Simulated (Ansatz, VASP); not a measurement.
**Two plane-wave programs on ZrTaS3**

```xyz
5
Lattice="4.7449 0.0000 0.0000 0.0000 4.7449 0.0000 0.0000 0.0000 4.7449" Properties=species:S:1:pos:R:3 pbc="T T T"
Zr    0.0000    0.0000    0.0000
Ta    2.3724    2.3724    2.3724
S     0.0000    2.3724    2.3724
S     2.3724    0.0000    2.3724
S     2.3724    2.3724    0.0000
```

Change from the starting cell: species swapped into the CsPbBr3 type (Pm-3m, No. 221).

Alike in both runs: functional PBE; k mesh 4 × 4 × 4; occupations gaussian, width 0.1 eV; collinear spin.

Ansatz relaxed the structure, and its values are those at the end. VASP's run is a single point on that final structure, the one shown.

```csv
,VASP,Ansatz
version,VASP 6.6.1,Ansatz 0.2.0
potentials or method,"VASP PAW PBE potentials, release 64 (Zr_sv, Ta_pv, S), cutoff 520 eV","scalar-relativistic, plane waves, PAW"
valence electrons in the cell,41,43
```

```csv
,VASP,Ansatz,Ansatz less VASP
gap on the k mesh at the Fermi level (eV),none,none,-
pressure (GPa),-1.7,0.0,+1.67
net moment per atom (μB),0.00,0.43,+0.429
size of the moment on the site where the two differ most (μB),0.00,1.34,+1.342
```

The net moments are unlike, so the other rows may belong to different states. Site moments also hang on the region over which each program counts them. A gap of «none» marks a metal or a gap that the smearing closes. VASP's potentials hold 41 valence electrons a cell and Ansatz's 43, so a difference there can come from the potentials and not from the codes.

Spin-orbit coupling is off throughout.
